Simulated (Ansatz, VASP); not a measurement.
# Two plane-wave programs on CdS

The input INCAR:

```
PREC = Accurate ; ENCUT = 520
EDIFF = 1E-7 ; ISMEAR = 0
SIGMA = 0.02 ; LREAL = False
LASPH = True ; NELM = 100
ALGO = Normal ; ISIF = 2
LWAVE = False ; LCHARG = True
GGA = PE ; LELF = True
LVHAR = True ; NBANDS = 16
```

The input KPOINTS:

```
Automatic mesh
0
Gamma
  9 9 6
```

The input POSCAR:

```
CdS
1.0
    4.1493991094      0.0000000000      0.0000000000
   -2.0746995548      3.5934850392      0.0000000000
    0.0000000000      0.0000000000      5.4778042956
Cd S
1 1
Direct
    0.0000000000      0.0000000000      0.4375232249
    0.6666666700      0.3333333300      0.4394767751
```

Input for Ansatz:

```yaml
crystal:
  lattice:
    - [4.1493991094, 0.0, 0.0]
    - [-2.0746995548, 3.5934850392, 0.0]
    - [0.0, 0.0, 5.4778042956]
  atoms:
    - { symbol: Cd, position: [0.0, 0.0, 0.4375232249] }
    - { symbol: S, position: [0.66666667, 0.33333333, 0.4394767751] }
basis:
  ecutwfc: 420
kpoints:
  mp_grid: { grid: [9, 9, 6] }
hamiltonian:
  xc: pbe
scf:
  occupations: { method: gaussian, width: 0.02 }
output:
  forces: true
  stress: true
  eigenvalues: true
  populations: true
  write_density: true
  write_potential: true
  elf: true
  volumetric_format: npy
```

Alike in both runs: task single point; functional PBE; k mesh 9 × 9 × 6; occupations gaussian, width 0.02 eV; no spin polarisation.

|  | VASP | Ansatz |
| --- | --- | --- |
| version | VASP 6.6.1 | Ansatz 0.2.0 |
| potentials or method | VASP PAW PBE potentials, release 64 (Cd, S), cutoff 520 eV | scalar-relativistic, plane waves, PAW |
| valence electrons in the cell | 18 | 26 |

```csv
,VASP,Ansatz,Ansatz less VASP
gap on the k mesh at the Fermi level (eV),1.58,1.57,-0.006
least direct gap on the mesh (eV),1.59,1.58,-0.006
pressure (GPa),2.7,2.4,-0.26
"traceless stress, the component that is largest in VASP (GPa)",-2.68,-2.41,+0.272
```

With one functional, cell and mesh, what is left measures potentials, basis and numerics. VASP's potentials hold 18 valence electrons a cell and Ansatz's 26, so a difference there can come from the potentials and not from the codes. Ansatz's warnings: xc potential rough in thin density.
